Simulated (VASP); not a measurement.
Set up this calculation in VASP 6.6.1, as the native input.

* Task: single point
* Functional: HSE06
* Potentials or basis: VASP PAW PBE potentials, release 64 (C)
* Cutoff: 520 eV
* k mesh: 8 × 8 × 4
* Occupations: fermi-dirac, width 0.05 eV
* Spin: no spin polarisation
* Dipole correction: no
* Grid for exact exchange (PRECFOCK): Normal
* Further INCAR settings: ALGO = Normal; EDIFF = 1e-06; NBANDS = 11
* Share of exact exchange: 0.25
* Screening parameter: 0.2079 1/Å

The system is C.

```xyz
2
Lattice="2.0839 -1.2032 0.0000 2.0839 1.2032 0.0000 -1.3509 0.0000 3.4313" Properties=species:S:1:pos:R:3 pbc="T T T"
C    -0.6563    0.0000    3.4310
C     3.4731    0.0000    0.0003
```

The input as run:

POSCAR

```
C
1.0
    2.0838934217     -1.2032084158      0.0000000000
    2.0838934217      1.2032084158      0.0000000000
   -1.3509174534      0.0000000000      3.4313236862
C
2
Direct
    0.1666444700      0.1666444700      0.9999069600
    0.8333555300      0.8333555300      0.0000930400
```

INCAR.step1

```
SYSTEM = C
ALGO     = Normal         ! electronic algorithm
EDIFF    = 1E-5           ! SCF threshold, eV
ENCUT    = 520            ! plane-wave cutoff, eV
GGA      = PE             ! functional
ISIF     = 2              ! what is computed and relaxed
ISMEAR   = -1             ! smearing method
LASPH    = .TRUE.         ! aspherical terms in the spheres
LREAL    = .FALSE.        ! projectors in reciprocal space
LWAVE    = .TRUE.         ! write WAVECAR
NBANDS   = 11             ! bands
NELM     = 80             ! most SCF steps
PREC     = Accurate       ! precision mode
SIGMA    = 0.05           ! smearing width, eV
```

INCAR.step2

```
SYSTEM = C
ALGO     = Normal         ! electronic algorithm
EDIFF    = 1E-6           ! SCF threshold, eV
ENCUT    = 520            ! plane-wave cutoff, eV
GGA      = PE             ! functional
HFSCREEN = 0.2079         ! screening, 1/A
ISIF     = 2              ! what is computed and relaxed
ISMEAR   = -1             ! smearing method
ISTART   = 1            
LASPH    = .TRUE.         ! aspherical terms in the spheres
LCHARG   = .TRUE.         ! write CHGCAR
LELF     = .TRUE.         ! ELF
LHFCALC  = .TRUE.         ! exact exchange
LREAL    = .FALSE.        ! projectors in reciprocal space
LVHAR    = .TRUE.       
LWAVE    = .FALSE.        ! write WAVECAR
NBANDS   = 11             ! bands
NELM     = 80             ! most SCF steps
PREC     = Accurate       ! precision mode
PRECFOCK = Normal       
SIGMA    = 0.05           ! smearing width, eV
```

KPOINTS

```
k-points
0
G
  8 8 4
  0 0 0
```

Potentials or basis: VASP PAW PBE potentials, release 64 (C).

Run with:

```sh
$ cat potpaw_PBE.64/C/POTCAR > POTCAR
$ cp INCAR.step1 INCAR
$ mpirun -np 1 vasp_std > vasp.out
$ cp INCAR.step2 INCAR
$ mpirun -np 1 vasp_std > vasp.out
```

It gave:

```yaml
Pressure: 17.8 GPa
Largest_force: 0.007 eV/Å
```

Caveat: the k points lie up to 0.46 Å⁻¹ apart; this functional lacks dispersion, which binds layers or chains, so the pressure and a relaxed spacing across them are unreliable; the PAW data sets were made with another functional, which shifts forces and pressure a little.

Run time: 30 min on 1 thread of Intel Xeon 8259CL (shared host), peak memory 0.24 GiB.
